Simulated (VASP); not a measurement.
# Ir4Pt (P-3m1) in VASP: notebook

Runs on Ir4Pt. Level: PBE. Tasks: relaxation of cell and atoms, relaxation of shape and atoms at fixed volume.

Everything below comes from runs of VASP 6.6.1. Logs are shortened: lines on timing, memory, paths and dates and some standing lists are left out, and cuts for length are marked.

### 1 The cell of the first run

Symmetry: P-3m1, No. 164, trigonal system. Conventional cell: a = 2.756 Å, b = 2.756 Å, c = 11.204 Å, α = 90.00°, β = 90.00°, γ = 120.00°. Ir (site symmetry 3m) has 9 Ir at 2.71 to 2.76 Å and 3 Pt at 2.79 Å within 3.6 Å. Ir (site symmetry 3m) has 12 Ir at 2.71 to 2.76 Å within 3.6 Å. Pt (site symmetry -3m) has 6 Pt at 2.76 Å and 6 Ir at 2.79 Å within 3.6 Å.

### 2 Relaxation of cell and atoms, PBE

Input file INCAR:

```
SYSTEM = Ir4Pt
ALGO = Fast
EDIFF = 1E-6
EDIFFG = -0.001
ENCUT = 600
GGA = PE
IBRION = 2
ISIF = 3
ISMEAR = 0
LASPH = .True.
LCHARG = .False.
LREAL = .False.
LWAVE = .False.
NELM = 100
NSW = 80
PREC = Accurate
SIGMA = 0.1
```

Input file KPOINTS:

```
k-points
0
Gamma
  12 12 4
  0 0 0
```

Input file POSCAR:

```
Ir4Pt
1.0
    2.7564803803      0.0000000000      0.0000000000
   -1.3782401902      2.3871820344      0.0000000000
    0.0000000000      0.0000000000     11.2040382835
Ir Pt
4 1
Direct
    0.3333333333      0.6666666667      0.7957608333
    0.3333333333      0.6666666667      0.3997966258
    0.6666666667      0.3333333333      0.2042391667
    0.6666666667      0.3333333333      0.6002033742
    0.0000000000      0.0000000000      0.0000000000
```

Potentials or basis: VASP PAW PBE potentials, release 64 (Ir, Pt).

Run with:

```bash
cat potpaw_PBE.64/Ir/POTCAR potpaw_PBE.64/Pt/POTCAR > POTCAR
mpirun -np 1 vasp_std > vasp.out
```

OUTCAR:

```text
SYSTEM = Ir4Pt
   EDIFF = 1E-6
   EDIFFG = -0.001
   ENCUT = 600
   GGA = PE
   IBRION = 2
   ISIF = 3
   ISMEAR = 0
   LASPH = .True.
   LREAL = .False.
   NELM = 100
   NSW = 80
   PREC = Accurate

 ion  position               nearest neighbor table
   1  0.333  0.667  0.796-   4 2.71   4 2.71   4 2.71   5 2.79   5 2.79   5 2.79
   2  0.333  0.667  0.400-   3 2.71   3 2.71   3 2.71   4 2.75   4 2.75   4 2.75
   3  0.667  0.333  0.204-   2 2.71   2 2.71   2 2.71   5 2.79   5 2.79   5 2.79
   4  0.667  0.333  0.600-   1 2.71   1 2.71   1 2.71   2 2.75   2 2.75   2 2.75
   5  0.000  0.000  0.000-   1 2.79   3 2.79   3 2.79   1 2.79   3 2.79   1 2.79

  LATTYP: Found a hexagonal cell.
 ALAT       =     2.7564803803
 C/A-ratio  =     4.0646174606

  Lattice vectors:

 A1 = (   2.7564803803,   0.0000000000,   0.0000000000)
 A2 = (  -1.3782401902,   2.3871820344,   0.0000000000)
 A3 = (   0.0000000000,   0.0000000000,  11.2040382835)

Analysis of symmetry for initial positions (statically):
=====================================================================
 Subroutine PRICEL returns:
 Original cell was already a primitive cell.

 Routine SETGRP: Setting up the symmetry group for a
 hexagonal supercell.

 Subroutine GETGRP returns: Found 12 space group operations
 (whereof 12 operations were pure point group operations)
 out of a pool of 24 trial point group operations.

The static configuration has the point symmetry D_3d.

Analysis of symmetry for dynamics (positions and initial velocities):
=====================================================================
 Subroutine PRICEL returns:
 Original cell was already a primitive cell.

 Routine SETGRP: Setting up the symmetry group for a
 hexagonal supercell.

 Subroutine GETGRP returns: Found 12 space group operations
 (whereof 12 operations were pure point group operations)
 out of a pool of 24 trial point group operations.

The dynamic configuration has the point symmetry D_3d.

 Subroutine INISYM returns: Found 12 space group operations
 (whereof 12 operations are pure point group operations),
 and found     1 'primitive' translations

----------------------------------------------------------------------------------------

                                     Primitive cell

  volume of cell :      73.7250

  direct lattice vectors                    reciprocal lattice vectors
     2.756480380  0.000000000  0.000000000     0.362781468  0.209451978  0.000000000
    -1.378240190  2.387182034  0.000000000     0.000000000  0.418903957  0.000000000
     0.000000000  0.000000000 11.204038283     0.000000000  0.000000000  0.089253533

  length of vectors
     2.756480380  2.756480380 11.204038283     0.418903957  0.418903957  0.089253533

  position of ions in fractional coordinates (direct lattice)
     0.333333333  0.666666667  0.795760833
     0.333333333  0.666666667  0.399796626
     0.666666667  0.333333333  0.204239167
     0.666666667  0.333333333  0.600203374
     0.000000000  0.000000000  0.000000000

  ion indices of the primitive-cell ions
   primitive index   ion index
                 1           1
                 2           2
                 3           3
                 4           4
                 5           5

----------------------------------------------------------------------------------------

 KPOINTS: k-points

Automatic generation of k-mesh.
 Grid dimensions read from file:
 generate k-points for:   12   12    4

 Generating k-lattice:

  Cartesian coordinates                     Fractional coordinates (reciprocal lattice)
     0.030231789  0.017454332  0.000000000     0.083333333 -0.000000000  0.000000000
     0.000000000  0.034908663  0.000000000     0.000000000  0.083333333  0.000000000
     0.000000000  0.000000000  0.022313383     0.000000000  0.000000000  0.250000000

  Length of vectors
     0.034908663  0.034908663  0.022313383

  Shift w.r.t. Gamma in fractional coordinates (k-lattice)
     0.000000000  0.000000000  0.000000000

 Subroutine IBZKPT returns following result:
 ===========================================

 Found     69 irreducible k-points:

 Following reciprocal coordinates:
            Coordinates               Weight
  0.000000  0.000000  0.000000      1.000000
  0.083333  0.000000  0.000000      6.000000
  0.166667  0.000000  0.000000      6.000000
  0.250000  0.000000  0.000000      6.000000
  0.333333  0.000000  0.000000      6.000000
  0.416667  0.000000  0.000000      6.000000
[... 16 lines left out ...]
  0.166667  0.000000  0.250000      6.000000
  0.000000  0.166667  0.250000      6.000000
 [... further k-points ...]
   k-points           NKPTS =     69   k-points in BZ     NKDIM =     69   number of bands    NBANDS=     27
   number of dos      NEDOS =    301   number of ions     NIONS =      5
   total plane-waves  NPLWV =  51840
   dimension x,y,z NGX =    24 NGY =   24 NGZ =   90
   dimension x,y,z NGXF=    48 NGYF=   48 NGZF=  180
   ions per type =               4   1
   NGX,Y,Z   is equivalent  to a cutoff of  14.47, 14.47, 13.35 a.u.
   NGXF,Y,Z  is equivalent  to a cutoff of  28.95, 28.95, 26.71 a.u.
 SYSTEM =  Ir4Pt
   PREC   = accura    normal or accurate (medium, high low for compatibility)
   ISTART =      0    job   : 0-new  1-cont  2-samecut
   ICHARG =      2    charge: 1-file 2-atom 10-const
   ISPIN  =      1    spin polarized calculation?
   LNONCOLLINEAR =      F non collinear calculations
   LSORBIT =      F    spin-orbit coupling
   LASPH  =      T    aspherical Exc in radial PAW
   ENCUT  =  600.0 eV  44.10 Ry    6.64 a.u.   5.51  5.51 22.38*2*pi/ulx,y,z
   NELM   =    100;   NELMIN=  2; NELMDL= -5     # of ELM steps
   EDIFF  = 0.1E-05   stopping-criterion for ELM
   LREAL  =      F    real-space projection
   EDIFFG = -.1E-02   stopping-criterion for IOM
   NSW    =     80    number of steps for IOM
   IBRION =      2    ionic relax: 0-MD 1-quasi-New 2-CG
   NFREE  =      1    steps in history (QN), initial steepest desc. (CG)
   ISIF   =      3    stress and relaxation
   ISYM   =      2    0-nonsym 1-usesym 2-fastsym
   POTIM  = 0.5000    time-step for ionic-motion
   TEBEG  =    0.0;   TEEND  =   0.0 temperature during run
   PSTRESS=    0.0 pullay stress
   NELECT =      46.0000    total number of electrons
   NUPDOWN=      -1.0000    fix difference up-down
   EMIN   =  10.00;   EMAX   =-10.00  energy-range for DOS
   EFERMI =   0.00;   METHOD = LEGACY
   ISMEAR =     0;   SIGMA  =   0.10  broadening in eV -4-tet -1-fermi 0-gaus
   EFERMI_NEDOS =   21; number of points for ismear=-14 and -15
   IALGO  =     68    algorithm
   IMIX   =      4    mixing-type and parameters
     AMIX     =   0.40;   BMIX     =  1.00
     AMIX_MAG =   1.60;   BMIX_MAG =  1.00
  volume/ion in A,a.u.               =      14.75        99.50
  Fermi-wavevector in a.u.,A,eV,Ry     =   1.398908  2.643552 26.625827  1.956943
  Thomas-Fermi vector in A             =   2.522020
   LORBIT       =      0    0 simple, 1 ext, 2 COOP (PROOUT), +10 PAW based schemes
   GGA     = PE    functional components
   LHFCALC =     F    Hartree Fock is set to
   AEXX    =    0.0000 exact exchange contribution
   IVDW    =     0    specifies the selected vdW correction
   LEPSILON=     F    determine dielectric tensor
   LRPA    =     F    only Hartree local field effects (RPA)
 conjugate gradient relaxation of ions
 non-spin polarized calculation
 RMM-DIIS sequential band-by-band and
 Gauss-broadening in eV      SIGMA  =   0.10
  energy-cutoff  :      600.00
  volume of cell :       73.73
 maximum number of plane-waves:      2517
 NGX is ok and might be reduce to    24
   NGX = 11   NGY = 11   NGZ = 45

--------------------------------------- Ionic step        1  -------------------------------------------

 number of electron      46.0000000 magnetization

 Free energy of the ion-electron system (eV)
  ---------------------------------------------------
  ext. energy  EPLUGINS =         0.00000000
  ---------------------------------------------------
  free energy    TOTEN  =       -41.22721646 eV

  energy without entropy =      -41.19432588  energy(sigma->0) =      -41.21077117

------------------------ aborting loop because EDIFF is reached ----------------------------------------

  FORCE on cell =-STRESS in cart. coord.  units (eV):
  Direction    XX          YY          ZZ          XY          YZ          ZX
  --------------------------------------------------------------------------------------
  -------------------------------------------------------------------------------------
  Total        0.1460377      0.1460377      0.1867790     -0.0000000      0.0000000      0.0000000
  in kB        3.1736612      3.1736613      4.0590421     -0.0000000      0.0000000      0.0000000
  external PRESSURE =       3.4687882 kB  Pullay stress =       0.0000000 kB
[... 98 lines left out ...]
  FREE ENERGIE OF THE ION-ELECTRON SYSTEM (eV)
  ---------------------------------------------------
  free  energy   TOTEN  =       -41.2273181325 eV

  energy  without entropy=      -41.1943706439  energy(sigma->0) =      -41.21084439

[... ionic steps 4 to 26 ...]

--------------------------------------- Ionic step       27  -------------------------------------------

 number of electron      46.0000000 magnetization

------------------------ aborting loop because EDIFF is reached ----------------------------------------

  FORCE on cell =-STRESS in cart. coord.  units (eV):
  Direction    XX          YY          ZZ          XY          YZ          ZX
  --------------------------------------------------------------------------------------
  -------------------------------------------------------------------------------------
  Total       -0.0045383     -0.0045383     -0.0070240      0.0000000      0.0000000     -0.0000000
  in kB       -0.0985269     -0.0985269     -0.1524916      0.0000000      0.0000000     -0.0000000
  external PRESSURE =      -0.1165152 kB  Pullay stress =       0.0000000 kB
[... 63 lines left out ...]
  energy  without entropy=      -41.1944438993  energy(sigma->0) =      -41.21090054

--------------------------------------- Ionic step       29  -------------------------------------------

 number of electron      46.0000000 magnetization

 Free energy of the ion-electron system (eV)
  ---------------------------------------------------
  ext. energy  EPLUGINS =         0.00000000
  ---------------------------------------------------
  free energy    TOTEN  =       -41.22735727 eV

  energy without entropy =      -41.19444778  energy(sigma->0) =      -41.21090253

 E-fermi :  10.1665     XC(G=0): -13.7122

 val. band max:       10.1664107031   @ k =   0.1667   0.0000   0.5000
 cond. band min:      10.1669173767   @ k =   0.4167   0.0833   0.2500
 fundamental gap:      0.0005066736
 Fermi energy:        10.1665009062

 k-point     1 :       0.0000    0.0000    0.0000
  band No.  band energies     occupation
      1      -0.5579      2.00000
      2       0.9539      2.00000
      3       1.0168      2.00000
      4       2.3849      2.00000
      5       2.5154      2.00000
      6       5.6819      2.00000
[... 709 lines left out ...]
     26       9.4833      2.00000
     27      10.0158      1.96696

 [... further k-points ...]
[... 5 lines left out ...]
  --------------------------------------------------------------------------------------
  -------------------------------------------------------------------------------------
  Total        0.0000495      0.0000495     -0.0039217     -0.0000000     -0.0000000      0.0000000
  in kB        0.0010754      0.0010754     -0.0851403     -0.0000000     -0.0000000      0.0000000
  external PRESSURE =      -0.0276632 kB  Pullay stress =       0.0000000 kB
[... 20 lines left out ...]
  FREE ENERGIE OF THE ION-ELECTRON SYSTEM (eV)
  ---------------------------------------------------
  free  energy   TOTEN  =       -41.2273572741 eV

  energy  without entropy=      -41.1944477766  energy(sigma->0) =      -41.21090253

 reached required accuracy - stopping structural energy minimisation
```

Wall time 25 min (1 thread of Intel Xeon Platinum 8259CL at 2.50GHz (Skylake/Cascade Lake), shared host); peak memory 0.35 GiB.

What came out:

| Item | Value |
| --- | --- |
| Free energy | -41.2274 eV |
| Relaxed volume | 14.76 Å³/atom |
| Relaxed cell | a = 2.757 Å, b = 2.757 Å, c = 11.209 Å, α = 90.00°, β = 90.00°, γ = 120.00° |
| Space group after relaxing (to 0.05 Å) | P-3m1 (No. 164) |
| Energy gained by relaxing | 0.0 meV/atom |
| Ionic steps | 29 |
| Pressure after relaxing | 0.0 GPa |

The path:
| step | energy change (eV) | largest force (eV/Å) | pressure (GPa) | volume (Å³) |
| --- | --- | --- | --- | --- |
| 1 | 0.0000 | 0.0322 | 0.35 | 73.73 |
| 2 | 0.0009 | 0.0159 | -1.17 | 74.07 |
| 3 | -0.0001 | 0.0229 | -0.02 | 73.81 |
| 4 | -0.0001 | 0.0222 | -0.03 | 73.81 |
| 5 | -0.0001 | 0.0067 | 0.00 | 73.80 |
| 6 | -0.0001 | 0.0083 | -0.02 | 73.80 |
| 7 | -0.0001 | 0.0038 | 0.10 | 73.78 |
| 8 | -0.0001 | 0.0078 | 0.06 | 73.79 |
| 9 | -0.0001 | 0.0019 | 0.05 | 73.79 |
| 10 | -0.0001 | 0.0035 | 0.06 | 73.79 |
| 11 | -0.0001 | 0.0030 | 0.05 | 73.79 |
| 12 | -0.0001 | 0.0035 | 0.04 | 73.79 |
| 13 | -0.0001 | 0.0015 | -0.04 | 73.81 |
| 14 | -0.0001 | 0.0029 | -0.01 | 73.80 |
| 15 | -0.0001 | 0.0032 | -0.01 | 73.80 |
| 16 | -0.0001 | 0.0034 | 0.02 | 73.79 |
| 17 | -0.0001 | 0.0030 | 0.01 | 73.80 |
| 18 | -0.0001 | 0.0033 | 0.00 | 73.80 |
| 19 | -0.0001 | 0.0028 | 0.00 | 73.80 |
| 20 | -0.0001 | 0.0018 | 0.00 | 73.80 |
| 21 | -0.0001 | 0.0012 | 0.00 | 73.80 |
| 22 | -0.0001 | 0.0028 | 0.00 | 73.80 |
| 23 | -0.0001 | 0.0017 | -0.01 | 73.80 |
| 24 | -0.0001 | 0.0014 | -0.01 | 73.80 |
| 25 | -0.0001 | 0.0028 | -0.01 | 73.80 |
| 26 | -0.0001 | 0.0014 | -0.01 | 73.80 |
| 27 | -0.0001 | 0.0015 | -0.01 | 73.80 |
| 28 | -0.0001 | 0.0010 | -0.01 | 73.80 |
| 29 | -0.0001 | 0.0010 | 0.00 | 73.80 |

Final structure:
```
Ir Pt
1.0
     2.75727    0.00000    0.00000
    -1.37863    2.38786    0.00000
     0.00000    0.00000   11.20871
Ir Pt
4 1
Direct
  0.33333 0.66667 0.79594
  0.33333 0.66667 0.39978
  0.66667 0.33333 0.20406
  0.66667 0.33333 0.60022
  0.00000 0.00000 0.00000
```

Caveat: the bands computed are all filled at some k points, so no gap is given; spin-orbit coupling is left out, which moves the levels of the heavy elements.

### 3 Relaxation of cell and atoms, PBE

This run uses another cell than the first one, of 14.79 Å³/atom, 1.003 times its volume.

Input file INCAR:

```
PREC = Accurate ; ENCUT = 600
EDIFF = 1E-6 ; ISMEAR = 0
SIGMA = 0.1 ; LREAL = F
LASPH = T ; NELM = 60
ALGO = Fast ; ISIF = 3
LWAVE = F ; LCHARG = F
GGA = PE ; IBRION = 2
NSW = 100 ; EDIFFG = -0.01
```

Input file KPOINTS:

```
regular mesh
0
Gamma
  12 12 4
```

Input file POSCAR:

```
Ir4Pt
1.0
    2.7655435530      0.0000000000      0.0000000000
   -1.3827717765      2.3950309722      0.0000000000
    0.0000000000      0.0000000000     11.1664413295
Ir Pt
4 1
Direct
    0.3333333333      0.6666666667      0.7942504156
    0.3333333333      0.6666666667      0.4000701005
    0.6666666667      0.3333333333      0.2057495844
    0.6666666667      0.3333333333      0.5999298995
    0.0000000000      0.0000000000      0.0000000000
```

Potentials or basis: VASP PAW PBE potentials, release 64 (Ir, Pt).

Run with:

```bash
cat potpaw_PBE.64/Ir/POTCAR potpaw_PBE.64/Pt/POTCAR > POTCAR
mpirun -np 1 vasp_std > vasp.out
```

Run time: 19 min. Hardware: 1 thread of Intel Xeon Platinum 8259CL at 2.50GHz (Skylake/Cascade Lake), shared host; peak memory 0.35 GiB.

It converged, with:

```
Free energy                            : -41.2274 eV
Relaxed volume                         : 14.76 Å³/atom
Relaxed cell                           : a = 2.757 Å, b = 2.757 Å, c = 11.208 Å, α = 90.00°, β = 90.00°, γ = 120.00°
Space group after relaxing (to 0.05 Å) : P-3m1 (No. 164)
Energy gained by relaxing              : 1.6 meV/atom
Ionic steps                            : 10
Pressure after relaxing                : 0.0 GPa
Largest force after relaxing           : 0.008 eV/Å
```

Forces on the atoms (eV/Å):
```
Ir   0.000  0.000 -0.002
Ir   0.000  0.000 -0.008
Ir   0.000  0.000  0.002
Ir   0.000  0.000  0.008
Pt   0.000  0.000  0.000
```

Step by step:
```tsv
step	energy change (eV)	largest force (eV/Å)	pressure (GPa)	volume (Å³)
1	0.0000	0.2660	-0.38	73.96
2	-0.0046	0.1061	1.03	73.58
3	-0.0064	0.1179	0.52	73.71
4	-0.0062	0.0613	-1.38	74.12
5	-0.0071	0.0635	-0.39	73.90
6	-0.0081	0.0174	0.00	73.79
7	-0.0081	0.0124	0.04	73.79
8	-0.0081	0.0162	0.05	73.79
9	-0.0081	0.0037	-0.13	73.82
10	-0.0081	0.0084	-0.05	73.81
```

Final structure:
```xyz
5
Lattice="2.7575 0.0000 0.0000 -1.3787 2.3881 0.0000 0.0000 0.0000 11.2084" Properties=species:S:1:pos:R:3 pbc="T T T"
Ir    0.0000    1.5920    8.9213
Ir    0.0000    1.5920    4.4811
Ir    1.3787    0.7960    2.2871
Ir    1.3787    0.7960    6.7273
Pt    0.0000    0.0000    0.0000
```

Levels at points of the mesh, in eV from the Fermi level:
```
           k point  band 20  band 21  band 22  band 23  band 24  band 25
(0.00, 0.00, 0.00)    -2.06    -1.72    -1.72    -1.59    -1.59    -0.96
(0.50, 0.00, 0.00)     0.10     0.60     0.69     0.71     0.88     1.08
(0.00, 0.00, 0.50)    -1.81    -1.81    -1.64    -1.64    -0.67    -0.67
(0.50, 0.00, 0.50)     0.28     0.70     0.70     0.86     0.95     1.11
```

Caveat: the bands computed are all filled at some k points, so no gap is given; spin-orbit coupling is left out, which moves the levels of the heavy elements.

(Continued in part 2 of 2.)
